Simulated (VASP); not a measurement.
Write the native input for VASP 6.6.1 that does the following.

```
Task                   : single point
Functional             : PBE
Potentials or basis    : VASP PAW PBE potentials, release 64 (Bi_d)
Cutoff                 : 520 eV
k mesh                 : 15 × 15 × 13
Occupations            : fermi-dirac, width 0.1 eV
Spin                   : no spin polarisation
Dipole correction      : no
Further INCAR settings : ALGO = Normal; EDIFF = 1e-06; NBANDS = 14
```

The structure of Bi lies in POSCAR:

```
Bi
1.0
    3.0433633811      0.0000000000      0.0000000000
   -1.5216816905      2.6356300010      0.0000000000
    0.0000000000      0.0000000000      2.8891292804
Bi
1
Direct
    0.0000000000      0.0000000000      0.0000000000
```

One way to write it, as run:

INCAR

```
  PREC = Accurate
  ENCUT = 520
  EDIFF = 1E-6
  ISMEAR = -1
  SIGMA = 0.1
  LREAL = F
  LASPH = T
  NELM = 80
  ALGO = Normal
  ISIF = 2
  LWAVE = F
  LCHARG = F
  GGA = PE
  NBANDS = 14
```

KPOINTS

```
Automatic mesh
0
Gamma
  15 15 13
```

Potentials or basis: VASP PAW PBE potentials, release 64 (Bi_d).

Command:

```sh
$ cat potpaw_PBE.64/Bi_d/POTCAR > POTCAR
$ mpirun -np 1 vasp_std > vasp.out
```

Results of the run:

```yaml
Pressure: 43.9 GPa
```

Run time: 100 s on 1 thread of Intel Xeon 8259CL (shared host), peak memory 0.18 GiB.
